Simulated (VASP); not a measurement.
# HfNbF3 (P6/mmm) in VASP: further runs, part 2 of 2

VASP 6.6.1.

## Step 4: Relaxation of cell and atoms, PBE, collinear spin

Input file INCAR:

```
SYSTEM = HfNbF3
PREC = Accurate
ENCUT = 600
EDIFF = 1E-7
ISMEAR = 0
SIGMA = 0.1
LREAL = .False.
LASPH = .True.
NELM = 150
ALGO = Normal
ISIF = 3
LWAVE = .False.
LCHARG = .False.
ISPIN = 2
MAGMOM = 0.09 2.96 0.03 0.03 0.03
LORBIT = 11
LMAXMIX = 4
GGA = PE
IBRION = 2
NSW = 90
EDIFFG = -0.04
```

Input file KPOINTS:

```
regular mesh
0
Gamma
  6 6 4
  0 0 0
```

Input file POSCAR:

```
HfNbF3
1.0
    4.4951990800      0.0000000000      0.0000000000
   -2.2475995400      3.8929566000      0.0000000000
    0.0000000000      0.0000000000      4.5850478300
Hf Nb F
1 1 3
Direct
    0.0000000000      0.0000000000      0.5000000000
    0.0000000000      0.0000000000      0.0000000000
    0.5000000000      0.0000000000      0.5000000000
    0.0000000000      0.5000000000      0.5000000000
    0.5000000000      0.5000000000      0.5000000000
```

Potentials or basis: VASP PAW PBE potentials, release 64 (Hf_pv, Nb_sv, F).

Run with:

```console
$ cat potpaw_PBE.64/Hf_pv/POTCAR potpaw_PBE.64/Nb_sv/POTCAR potpaw_PBE.64/F/POTCAR > POTCAR
$ mpirun -np 1 vasp_std > vasp.out
```

OUTCAR:

```text
SYSTEM = HfNbF3
   PREC = Accurate
   ENCUT = 600
   EDIFF = 1E-7
   ISMEAR = 0
   LREAL = .False.
   LASPH = .True.
   NELM = 150
   ISIF = 3
   ISPIN = 2
   LORBIT = 11
   GGA = PE
   IBRION = 2
   NSW = 90
   EDIFFG = -0.04

 ion  position               nearest neighbor table
   1  0.000  0.000  0.500-   3 2.25   3 2.25   5 2.25   4 2.25   4 2.25   5 2.25   2 2.29   2 2.29

   2  0.000  0.000  0.000-   1 2.29   1 2.29
   3  0.500  0.000  0.500-   1 2.25   1 2.25
   4  0.000  0.500  0.500-   1 2.25   1 2.25
   5  0.500  0.500  0.500-   1 2.25   1 2.25

  LATTYP: Found a hexagonal cell.
 ALAT       =     4.4951990800
 C/A-ratio  =     1.0199877132

  Lattice vectors:

 A1 = (   4.4951990800,   0.0000000000,   0.0000000000)
 A2 = (  -2.2475995400,   3.8929566000,   0.0000000000)
 A3 = (   0.0000000000,   0.0000000000,   4.5850478300)

Analysis of symmetry for initial positions (statically):
=====================================================================
 Subroutine PRICEL returns:
 Original cell was already a primitive cell.

 Routine SETGRP: Setting up the symmetry group for a
 hexagonal supercell.

 Subroutine GETGRP returns: Found 24 space group operations
 (whereof 24 operations were pure point group operations)
 out of a pool of 24 trial point group operations.

[... 185 lines left out ...]
 cond. band min:       3.6015788285   @ k =   0.1667   0.1667   0.5000
 fundamental gap:      0.0272628112
 Fermi energy:         3.5950613406

 spin component 1

 k-point     1 :       0.0000    0.0000    0.0000
  band No.  band energies     occupation
      1     -51.4427      1.00000
      2     -29.5736      1.00000
      3     -27.9293      1.00000
      4     -27.9293      1.00000
      5     -26.4127      1.00000
      6     -26.4127      1.00000
[... 1566 lines left out ...]
--------------------------------------- Ionic step        8  -------------------------------------------

 number of electron      43.9999939 magnetization       4.4921559

 Free energy of the ion-electron system (eV)
  ---------------------------------------------------
  ext. energy  EPLUGINS =         0.00000000
  ---------------------------------------------------
  free energy    TOTEN  =       -31.11922417 eV

  energy without entropy =      -31.10732961  energy(sigma->0) =      -31.11327689

 E-fermi :   2.5541     XC(G=0):  -9.0836

 val. band max:        2.5534136469   @ k =   0.0000   0.0000   0.5000
 cond. band min:       2.6961206142   @ k =   0.0000   0.0000   0.0000
 fundamental gap:      0.1427069673
 Fermi energy:         2.5541454259

 spin component 1

 k-point     1 :       0.0000    0.0000    0.0000
  band No.  band energies     occupation
      1     -52.7880      1.00000
      2     -29.3286      1.00000
      3     -29.0873      1.00000
      4     -29.0873      1.00000
      5     -28.9413      1.00000
      6     -28.9413      1.00000
[... 1326 lines left out ...]
  FREE ENERGIE OF THE ION-ELECTRON SYSTEM (eV)
  ---------------------------------------------------
  free  energy   TOTEN  =       -31.1192241708 eV

  energy  without entropy=      -31.1073296065  energy(sigma->0) =      -31.11327689

 reached required accuracy - stopping structural energy minimisation

 total charge

# of ion       s       p       d       tot
------------------------------------------
    1        0.317   6.345   1.318   7.980
    2        2.156   5.883   2.665  10.703
    3        1.752   4.383   0.000   6.135
    4        1.752   4.383   0.000   6.135
    5        1.752   4.383   0.000   6.135
--------------------------------------------------
tot          7.730  25.376   3.983  37.089

 magnetization (x)

# of ion       s       p       d       tot
------------------------------------------
    1        0.018   0.046   0.169   0.234
    2        0.070   0.030   2.429   2.529
    3        0.001   0.035   0.000   0.036
    4        0.001   0.035   0.000   0.036
    5        0.001   0.035   0.000   0.036
--------------------------------------------------
tot          0.092   0.182   2.598   2.871
```

OSZICAR:

```text
N       E                     dE             d eps       ncg     rms          rms(c)
DAV:   1     0.444692976209E+03    0.44469E+03   -0.26705E+04  2352   0.171E+03
DAV:   2     0.125454836396E+01   -0.44344E+03   -0.42903E+03  2928   0.514E+02
[... 120 lines left out ...]
DAV:   6    -0.311191957804E+02   -0.15788E-04   -0.13162E-04  3680   0.571E-02    0.840E-02
DAV:   7    -0.311192164474E+02   -0.20667E-04   -0.30482E-05  3272   0.359E-02    0.528E-02
DAV:   8    -0.311192245783E+02   -0.81309E-05   -0.41856E-05  3248   0.465E-02    0.687E-03
DAV:   9    -0.311192247414E+02   -0.16307E-06   -0.10532E-05  4036   0.147E-02    0.668E-03
DAV:  10    -0.311192245902E+02    0.15119E-06   -0.33413E-07  2268   0.375E-03    0.346E-03
DAV:  11    -0.311192242089E+02    0.38133E-06   -0.11519E-07  1692   0.292E-03    0.991E-04
DAV:  12    -0.311192241708E+02    0.38060E-07   -0.32339E-08  1508   0.159E-03
   8 F= -.31119224E+02 E0= -.31113277E+02  d E =-.164345E-01  mag=     4.4922
```

CONTCAR:

```text
HfNbF3
   1.00000000000000
     4.3692068055496902   -0.0000000000000000   -0.0000000000000000
    -2.1846034027748451    3.7838440894990617    0.0000000000000000
     0.0000000000000000    0.0000000000000000    5.8559535197173158
  Hf              Nb              F
     1     1     3
Direct
     0.0000000000000000    0.0000000000000000    0.5000000000000000
     0.0000000000000000    0.0000000000000000    0.0000000000000000
     0.5000000000000000    0.0000000000000000    0.5000000000000000
     0.0000000000000000    0.5000000000000000    0.5000000000000000
     0.5000000000000000    0.5000000000000000    0.5000000000000000

  0.00000000E+00  0.00000000E+00  0.00000000E+00
  0.00000000E+00  0.00000000E+00  0.00000000E+00
  0.00000000E+00  0.00000000E+00  0.00000000E+00
  0.00000000E+00  0.00000000E+00  0.00000000E+00
  0.00000000E+00  0.00000000E+00  0.00000000E+00
```

Wall time 30 min (1 thread of Intel Xeon 8259CL, shared host); peak memory 0.33 GiB.

Results:

| Item | Value |
| --- | --- |
| Free energy | -31.1192 eV |
| Relaxed volume | 19.36 Å³/atom |
| Relaxed cell | a = 4.369 Å, b = 4.369 Å, c = 5.856 Å, α = 90.00°, β = 90.00°, γ = 120.00° |
| Space group after relaxing (to 0.1 Å) | P6/mmm (No. 191) |
| Energy gained by relaxing | 411.7 meV/atom |
| Ionic steps | 8 |
| Pressure after relaxing | 0.1 GPa |
| Net moment | 4.49 μB per cell |
| Site moments | Hf +0.23; Nb +2.53; F +0.04 μB |
| Valence electrons inside the program's atomic spheres | Hf 7.98; Nb 10.70; F 6.13 |

Step by step:
| step | energy change (eV) | largest force (eV/Å) | pressure (GPa) | volume (Å³) |
| --- | --- | --- | --- | --- |
| 1 | 0.0000 | 0.0000 | 14.04 | 80.24 |
| 2 | -1.5261 | 0.0000 | -1.44 | 97.00 |
| 3 | -1.7010 | 0.0000 | -7.25 | 106.57 |
| 4 | -1.7243 | 0.0000 | -5.87 | 104.22 |
| 5 | -1.9767 | 0.0000 | 1.11 | 96.90 |
| 6 | -2.0419 | 0.0000 | -1.76 | 99.11 |
| 7 | -2.0572 | 0.0000 | 0.59 | 96.21 |
| 8 | -2.0583 | 0.0000 | 0.09 | 96.81 |

Final structure:
```
CELL_PARAMETERS angstrom
4.36921 0.00000 0.00000
-2.18460 3.78384 0.00000
0.00000 0.00000 5.85595
ATOMIC_POSITIONS crystal
Hf 0.00000 0.00000 0.50000
Nb 0.00000 0.00000 0.00000
F 0.50000 0.00000 0.50000
F 0.00000 0.50000 0.50000
F 0.50000 0.50000 0.50000
```

Levels at points of the mesh, in eV from the Fermi level:
Spin up:
| k point | band 21 | band 22 | band 23 | band 24 | band 25 | band 26 | band 27 | band 28 |
| --- | --- | --- | --- | --- | --- | --- | --- | --- |
| (0.00, 0.00, 0.00) | -1.03 | -0.79 | -0.79 | -0.32 | -0.32 | 3.18 | 3.18 | 4.05 |
| (0.50, 0.00, 0.00) | -1.05 | -0.51 | -0.49 | 0.48 | 0.90 | 1.24 | 3.52 | 4.11 |
| (0.00, 0.00, 0.50) | -0.69 | -0.25 | -0.24 | -0.24 | 0.00 | 0.00 | 1.51 | 1.51 |
| (0.50, 0.00, 0.50) | -0.65 | -0.35 | -0.14 | -0.10 | 0.47 | 1.23 | 1.34 | 2.05 |
Spin down:
```tsv
k point	band 17	band 18	band 19	band 20	band 21	band 22	band 23	band 24
(0.00, 0.00, 0.00)	-3.20	-2.15	-0.99	-0.99	0.14	0.83	0.83	1.92
(0.50, 0.00, 0.00)	-3.73	-3.44	-1.55	-1.26	1.07	1.22	1.41	2.53
(0.00, 0.00, 0.50)	-3.20	-0.99	-0.99	-0.01	0.16	1.46	1.95	1.95
(0.50, 0.00, 0.50)	-3.70	-3.43	-1.26	0.73	1.11	1.38	1.53	2.24
```

Caveat: the volume moved by over 15 % at a fixed basis, so the end points are rough; spin-orbit coupling is left out, which moves the levels of the heavy elements.

## Step 5: The runs side by side

| task | cell | cutoff (eV) | gap on the mesh (eV) | pressure (GPa) | moment (μB) |
| --- | --- | --- | --- | --- | --- |
| single point | a = 4.495, b = 4.495, c = 4.585 Å, angles 90.0, 90.0, 120.0°, 5 atoms | 520 | none | 14.1 | 1.38 |
| single point | a = 4.391, b = 4.391, c = 6.078 Å, angles 90.0, 90.0, 120.0°, 5 atoms | 520 | none | -1.1 | 4.48 |
| relaxation of cell and atoms | relaxed from a = 4.495, b = 4.495, c = 4.585 Å, angles 90.0, 90.0, 120.0°, 5 atoms | 600 | none | 0.1 | 4.49 |

Alike in all rows: level PBE; potentials or basis VASP PAW PBE potentials, release 64 (Hf_pv, Nb_sv, F); spin collinear; k mesh 6 × 6 × 4; smearing gaussian 0.1 eV.

Caveats: spin-orbit coupling is left out, which moves the levels of the heavy elements; the stress differs along the axes, from 3 to 36 GPa (at least some runs); the volume moved by over 15 % at a fixed basis, so the end points are rough (at least some runs).

Total energies depend on the potentials used, so only differences within one code and one set of settings carry meaning.

The gap in the log of VASP goes by the Fermi energy; the results here count the filled bands.